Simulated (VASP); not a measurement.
# MgO (I4/mmm) in VASP: notebook

MgO is run at these levels: PBEsol; tasks: single point.

Program: VASP 6.6.1. These are calculated values, not measurements. Logs are shortened: lines on timing, memory, paths and dates and some standing lists are left out, and cuts for length are marked.

## Step 1: The cell of the first run

The structure is tetragonal, space group I4/mmm (No. 139). Conventional cell: a = 2.905 Å, b = 2.905 Å, c = 4.320 Å, α = 90.00°, β = 90.00°, γ = 90.00°. Mg (site symmetry 4/mmm) has 6 O at 2.05 to 2.16 Å within 2.7 Å. Within 2.7 Å of O (site symmetry 4/mmm) lie 6 Mg at 2.05 to 2.16 Å.

## Step 2: Single point, PBEsol (strain -0.025 along x and y, +0.025 along z)

INCAR

```
SYSTEM = MgO
PREC     = Accurate       ! precision mode
ENCUT    = 520            ! plane-wave cutoff, eV
EDIFF    = 1E-6           ! SCF threshold, eV
ISMEAR   = 0              ! smearing method
SIGMA    = 0.05           ! smearing width, eV
LREAL    = .False.        ! projectors in reciprocal space
LASPH    = .True.         ! aspherical terms in the spheres
NELM     = 80             ! most SCF steps
ALGO     = Normal         ! electronic algorithm
ISIF     = 2              ! what is computed and relaxed
LWAVE    = .False.        ! write WAVECAR
LCHARG   = .False.        ! write CHGCAR
GGA      = PS             ! functional
NBANDS   = 11             ! bands
```

KPOINTS

```
regular mesh
0
Gamma
  10 10 10
  0 0 0
```

POSCAR

```
MgO
1.0
    0.0000000000      2.0544280775      2.1597833635
    2.0544280775      0.0000000000      2.1597833635
    2.0544280775      2.0544280775      0.0000000000
Mg O
1 1
Direct
    0.0000000000      0.0000000000      0.0000000000
    0.5000000000      0.5000000000      0.5000000000
```

Potentials or basis: VASP PAW PBE potentials, release 64 (Mg, O).

On the command line:

```
cat potpaw_PBE.64/Mg/POTCAR potpaw_PBE.64/O/POTCAR > POTCAR
mpirun -np 1 vasp_std > vasp.out
```

OUTCAR:

```text
SYSTEM = MgO
   PREC = Accurate
   ENCUT = 520
   EDIFF = 1E-6
   ISMEAR = 0
   LREAL = .False.
   LASPH = .True.
   NELM = 80
   ISIF = 2
   GGA = PS

 ion  position               nearest neighbor table
   1  0.000  0.000  0.000-   2 2.05   2 2.05   2 2.05   2 2.05   2 2.16   2 2.16
   2  0.500  0.500  0.500-   1 2.05   1 2.05   1 2.05   1 2.05   1 2.16   1 2.16

  LATTYP: Found a body centered tetragonal cell.
 ALAT       =     2.9054000501
 C/A-ratio  =     1.4867373348

  Lattice vectors:

 A1 = (  -2.0544280775,   0.0000000000,   2.1597833635)
 A2 = (   2.0544280775,   0.0000000000,   2.1597833635)
 A3 = (   0.0000000000,   2.0544280775,  -2.1597833635)

Analysis of symmetry for initial positions (statically):
=====================================================================
 Subroutine PRICEL returns:
 Original cell was already a primitive cell.

 Routine SETGRP: Setting up the symmetry group for a
 body centered tetragonal supercell.

 Subroutine GETGRP returns: Found 16 space group operations
 (whereof 16 operations were pure point group operations)
 out of a pool of 16 trial point group operations.

The static configuration has the point symmetry D_4h.

Analysis of symmetry for dynamics (positions and initial velocities):
=====================================================================
 Subroutine PRICEL returns:
 Original cell was already a primitive cell.

 Routine SETGRP: Setting up the symmetry group for a
 body centered tetragonal supercell.

 Subroutine GETGRP returns: Found 16 space group operations
 (whereof 16 operations were pure point group operations)
 out of a pool of 16 trial point group operations.

The dynamic configuration has the point symmetry D_4h.

 Subroutine INISYM returns: Found 16 space group operations
 (whereof 16 operations are pure point group operations),
 and found     1 'primitive' translations

----------------------------------------------------------------------------------------

                                     Primitive cell

  volume of cell :      18.2315

  direct lattice vectors                    reciprocal lattice vectors
     0.000000000  2.054428077  2.159783363    -0.243376736  0.243376736  0.231504700
     2.054428077  0.000000000  2.159783363     0.243376736 -0.243376736  0.231504700
     2.054428077  2.054428077  0.000000000     0.243376736  0.243376736 -0.231504700

  length of vectors
     2.980828560  2.980828560  2.905400050     0.414799828  0.414799828  0.414799828

  position of ions in fractional coordinates (direct lattice)
     0.000000000  0.000000000  0.000000000
     0.500000000  0.500000000  0.500000000

  ion indices of the primitive-cell ions
   primitive index   ion index
                 1           1
                 2           2

----------------------------------------------------------------------------------------

 KPOINTS: regular mesh

Automatic generation of k-mesh.
 Grid dimensions read from file:
 generate k-points for:   10   10   10

 Generating k-lattice:

  Cartesian coordinates                     Fractional coordinates (reciprocal lattice)
    -0.024337674  0.024337674  0.023150470     0.100000000  0.000000000  0.000000000
     0.024337674 -0.024337674  0.023150470     0.000000000  0.100000000  0.000000000
     0.024337674  0.024337674 -0.023150470    -0.000000000 -0.000000000  0.100000000

  Length of vectors
     0.041479983  0.041479983  0.041479983

  Shift w.r.t. Gamma in fractional coordinates (k-lattice)
     0.000000000  0.000000000  0.000000000

 Subroutine IBZKPT returns following result:
 ===========================================

 Found    102 irreducible k-points:

 Following reciprocal coordinates:
            Coordinates               Weight
  0.000000  0.000000  0.000000      1.000000
  0.100000  0.000000  0.000000      8.000000
  0.200000  0.000000  0.000000      8.000000
  0.300000  0.000000  0.000000      8.000000
  0.400000  0.000000  0.000000      8.000000
  0.500000  0.000000  0.000000      4.000000
[... 16 lines left out ...]
  0.300000  0.300000  0.000000      2.000000
  0.400000  0.300000  0.000000      8.000000
 [... further k-points ...]
   k-points           NKPTS =    102   k-points in BZ     NKDIM =    102   number of bands    NBANDS=     11
   number of dos      NEDOS =    301   number of ions     NIONS =      2
   total plane-waves  NPLWV =  13824
   dimension x,y,z NGX =    24 NGY =   24 NGZ =   24
   dimension x,y,z NGXF=    48 NGYF=   48 NGZF=   48
   ions per type =               1   1
   NGX,Y,Z   is equivalent  to a cutoff of  13.39, 13.39, 13.73 a.u.
   NGXF,Y,Z  is equivalent  to a cutoff of  26.77, 26.77, 27.47 a.u.
 SYSTEM =  MgO
   PREC   = accura    normal or accurate (medium, high low for compatibility)
   ISTART =      0    job   : 0-new  1-cont  2-samecut
   ICHARG =      2    charge: 1-file 2-atom 10-const
   ISPIN  =      1    spin polarized calculation?
   LNONCOLLINEAR =      F non collinear calculations
   LSORBIT =      F    spin-orbit coupling
   LASPH  =      T    aspherical Exc in radial PAW
   ENCUT  =  520.0 eV  38.22 Ry    6.18 a.u.   5.54  5.54  5.40*2*pi/ulx,y,z
   NELM   =     80;   NELMIN=  2; NELMDL= -5     # of ELM steps
   EDIFF  = 0.1E-05   stopping-criterion for ELM
   LREAL  =      F    real-space projection
   EDIFFG = 0.1E-04   stopping-criterion for IOM
   NSW    =      0    number of steps for IOM
   IBRION =     -1    ionic relax: 0-MD 1-quasi-New 2-CG
   NFREE  =      0    steps in history (QN), initial steepest desc. (CG)
   ISIF   =      2    stress and relaxation
   ISYM   =      2    0-nonsym 1-usesym 2-fastsym
   POTIM  = 0.5000    time-step for ionic-motion
   TEBEG  =    0.0;   TEEND  =   0.0 temperature during run
   PSTRESS=    0.0 pullay stress
   NELECT =       8.0000    total number of electrons
   NUPDOWN=      -1.0000    fix difference up-down
   EMIN   =  10.00;   EMAX   =-10.00  energy-range for DOS
[... 5 lines left out ...]
     AMIX     =   0.40;   BMIX     =  1.00
     AMIX_MAG =   1.60;   BMIX_MAG =  1.00
  volume/ion in A,a.u.               =       9.12        61.52
  Fermi-wavevector in a.u.,A,eV,Ry     =   1.244030  2.350876 21.056516  1.547610
  Thomas-Fermi vector in A             =   2.378315
   LORBIT       =      0    0 simple, 1 ext, 2 COOP (PROOUT), +10 PAW based schemes
   GGA     = PS    functional components
   LHFCALC =     F    Hartree Fock is set to
   AEXX    =    0.0000 exact exchange contribution
   IVDW    =     0    specifies the selected vdW correction
   LEPSILON=     F    determine dielectric tensor
   LRPA    =     F    only Hartree local field effects (RPA)
 non-spin polarized calculation
 Gauss-broadening in eV      SIGMA  =   0.05
  energy-cutoff  :      520.00
  volume of cell :       18.23
 maximum number of plane-waves:       517
 NGX is ok and might be reduce to    24
   NGX = 11   NGY = 11   NGZ = 11

 number of electron       8.0000002 magnetization

 Free energy of the ion-electron system (eV)
  ---------------------------------------------------
  ext. energy  EPLUGINS =         0.00000000
  ---------------------------------------------------
  free energy    TOTEN  =       -12.48566531 eV

  energy without entropy =      -12.48566531  energy(sigma->0) =      -12.48566531

 E-fermi :   3.5677     XC(G=0): -11.4252

 val. band max:        3.3067135004   @ k =   0.0000   0.0000   0.0000
 cond. band min:       8.1031694217   @ k =   0.0000   0.0000   0.0000
 fundamental gap:      4.7964559213
 Fermi energy:         3.5677396543

 k-point     1 :       0.0000    0.0000    0.0000
  band No.  band energies     occupation
      1     -14.0887      2.00000
      2       3.2165      2.00000
      3       3.2165      2.00000
      4       3.3067      2.00000
      5       8.1032      0.00000
      6      18.6821      0.00000
      7      19.2298      0.00000
      8      19.2298      0.00000
      9      22.9604      0.00000
     10      24.0674      0.00000
     11      25.6820      0.00000

 k-point     2 :       0.1000    0.0000    0.0000
  band No.  band energies     occupation
      1     -13.9762      2.00000
      2       2.5752      2.00000
      3       3.1545      2.00000
      4       3.1981      2.00000
      5       8.7341      0.00000
      6      17.7596      0.00000
      7      19.1025      0.00000
      8      19.4916      0.00000
      9      23.4435      0.00000
     10      24.6901      0.00000
     11      24.8946      0.00000

 k-point     3 :       0.2000    0.0000    0.0000
  band No.  band energies     occupation
      1     -13.6660      2.00000
      2       1.2158      2.00000
      3       2.9888      2.00000
      4       2.9967      2.00000
      5       9.9233      0.00000
      6      16.2611      0.00000
      7      19.5155      0.00000
      8      20.0943      0.00000
      9      22.9485      0.00000
     10      24.0300      0.00000
     11      25.7911      0.00000

 k-point     4 :       0.3000    0.0000    0.0000
  band No.  band energies     occupation
      1     -13.2450      2.00000
      2      -0.1551      2.00000
      3       2.7463      2.00000
      4       2.8104      2.00000
      5      10.8127      0.00000
      6      15.6312      0.00000
      7      19.5364      0.00000
      8      20.4519      0.00000
      9      23.5967      0.00000
     10      24.2063      0.00000
     11      25.2550      0.00000

 k-point     5 :       0.4000    0.0000    0.0000
  band No.  band energies     occupation
      1     -12.8652      2.00000
      2      -1.1638      2.00000
      3       2.5606      2.00000
      4       2.6658      2.00000
      5      11.1051      0.00000
      6      15.8032      0.00000
      7      19.2985      0.00000
      8      20.3626      0.00000
      9      24.4779      0.00000
     10      25.1474      0.00000
     11      25.3617      0.00000
[... 211 lines left out ...]
 k-point    21 :      -0.3000    0.2000    0.0000
  band No.  band energies     occupation
      1     -12.7631      2.00000
      2      -0.6569      2.00000
      3       1.3416      2.00000
      4       2.6136      2.00000
      5      12.6290      0.00000
      6      14.9639      0.00000
      7      17.6606      0.00000
      8      21.2448      0.00000
      9      23.9178      0.00000
     10      24.6459      0.00000
     11      28.0389      0.00000

 k-point    22 :      -0.2000    0.2000    0.0000
  band No.  band energies     occupation
      1     -13.0925      2.00000
      2      -0.0849      2.00000
      3       1.8859      2.00000
      4       2.8037      2.00000
      5      11.8153      0.00000
      6      14.8695      0.00000
      7      18.5819      0.00000
      8      21.7472      0.00000
      9      22.0480      0.00000
     10      24.7575      0.00000
     11      27.6196      0.00000

 k-point    23 :       0.3000    0.3000    0.0000
  band No.  band energies     occupation
      1     -13.1090      2.00000
      2      -0.0346      2.00000
      3       2.3719      2.00000
      4       2.3719      2.00000
      5      12.2762      0.00000
      6      13.7917      0.00000
      7      17.3212      0.00000
      8      21.6763      0.00000
      9      21.6763      0.00000
     10      28.1170      0.00000
     11      30.3740      0.00000

 k-point    24 :       0.4000    0.3000    0.0000
  band No.  band energies     occupation
      1     -12.8481      2.00000
      2      -0.4941      2.00000
      3       1.9666      2.00000
      4       2.2364      2.00000
      5      13.0070      0.00000
      6      13.6087      0.00000
      7      16.5686      0.00000
      8      22.0022      0.00000
      9      22.1154      0.00000
     10      28.7389      0.00000
     11      30.1501      0.00000

 [... further k-points ...]

------------------------ aborting loop because EDIFF is reached ----------------------------------------

  FORCE on cell =-STRESS in cart. coord.  units (eV):
  Direction    XX          YY          ZZ          XY          YZ          ZX
  --------------------------------------------------------------------------------------
  -------------------------------------------------------------------------------------
  Total        0.9507193      0.9507193     -0.2991686      0.0000000     -0.0000000      0.0000000
  in kB       83.5489131     83.5489131    -26.2908435      0.0000000     -0.0000000      0.0000000
  external PRESSURE =      46.9356609 kB  Pullay stress =       0.0000000 kB

 VOLUME and BASIS-vectors are now :
 -----------------------------------------------------------------------------
  energy-cutoff  :      520.00
  volume of cell :       18.23
      direct lattice vectors                 reciprocal lattice vectors
     0.000000000  2.054428077  2.159783363    -0.243376736  0.243376736  0.231504700
     2.054428077  0.000000000  2.159783363     0.243376736 -0.243376736  0.231504700
     2.054428077  2.054428077  0.000000000     0.243376736  0.243376736 -0.231504700

 POSITION                                       TOTAL-FORCE (eV/Angst)
 -----------------------------------------------------------------------------------
      0.00000      0.00000      0.00000         0.000000     -0.000000      0.000000
      2.05443      2.05443      2.15978        -0.000000      0.000000     -0.000000
 -----------------------------------------------------------------------------------
    total drift:                               -0.000000     -0.000000      0.000000

  FREE ENERGIE OF THE ION-ELECTRON SYSTEM (eV)
  ---------------------------------------------------
  free  energy   TOTEN  =       -12.4856653077 eV

  energy  without entropy=      -12.4856653077  energy(sigma->0) =      -12.48566531
```

Run time: 15 s. Hardware: 1 thread of Intel Xeon 6975P-C, shared host; peak memory 0.15 GiB.

What came out:

| Item | Value |
| --- | --- |
| Free energy | -12.4857 eV |
| Pressure | 4.7 GPa |
| Band gap on the k mesh | 4.80 eV, direct |

Caveat: the cell differs from its parent crystal (strain -0.025 along x and y, +0.025 along z); the PAW data sets were made with another functional, which shifts forces and pressure a little.

## Step 3: Single point, PBEsol (strain -0.025 along x and y, +0.050 along z)

INCAR

```
  PREC = Accurate
  ENCUT = 520
  EDIFF = 1E-6
  ISMEAR = 0
  SIGMA = 0.05
  LREAL = F
  LASPH = T
  NELM = 60
  ALGO = Normal
  ISIF = 2
  LWAVE = F
  LCHARG = T
  GGA = PS
  LELF = T
  LVHAR = T
  NBANDS = 11
```

KPOINTS

```
Automatic mesh
0
Gamma
  10 10 10
```

POSCAR

```
MgO
1.0
    0.0000000000      2.0544280775      2.2124610065
    2.0544280775      0.0000000000      2.2124610065
    2.0544280775      2.0544280775      0.0000000000
Mg O
1 1
Direct
    0.0000000000      0.0000000000      0.0000000000
    0.5000000000      0.5000000000      0.5000000000
```

Potentials or basis: VASP PAW PBE potentials, release 64 (Mg, O).

On the command line:

```
cat potpaw_PBE.64/Mg/POTCAR potpaw_PBE.64/O/POTCAR > POTCAR
mpirun -np 1 vasp_std > vasp.out
```

It took 20 s on 1 thread of Intel Xeon 6975P-C, shared host; peak memory 0.15 GiB.

The run converged. Its results:

```yaml
Free_energy: -12.4717 eV
Pressure: 1.5 GPa
Band_gap_on_the_k_mesh: 4.52 eV, direct
```

Stress tensor (GPa, compression positive):
```
 6.10  0.00  0.00
 0.00  6.10  0.00
 0.00  0.00 -7.63
```

Levels at points of the mesh, in eV from the valence-band top:
| k point | band 2 | band 3 | band 4 | band 5 | band 6 | band 7 |
| --- | --- | --- | --- | --- | --- | --- |
| (0.00, 0.00, 0.00) | -0.13 | -0.13 | 0.00 | 4.52 | 15.09 | 15.89 |
| (0.50, 0.00, 0.00) | -4.76 | -0.84 | -0.67 | 7.63 | 12.38 | 15.44 |
| (0.50, 0.50, 0.00) | -4.39 | -1.23 | -1.23 | 9.37 | 9.96 | 12.26 |
| (0.50, 0.00, 0.50) | -4.13 | -1.78 | -1.31 | 8.65 | 9.80 | 13.21 |

Caveat: the cell differs from its parent crystal (strain -0.025 along x and y, +0.050 along z); the PAW data sets were made with another functional, which shifts forces and pressure a little.

(Part 1 of 2 ends here.)
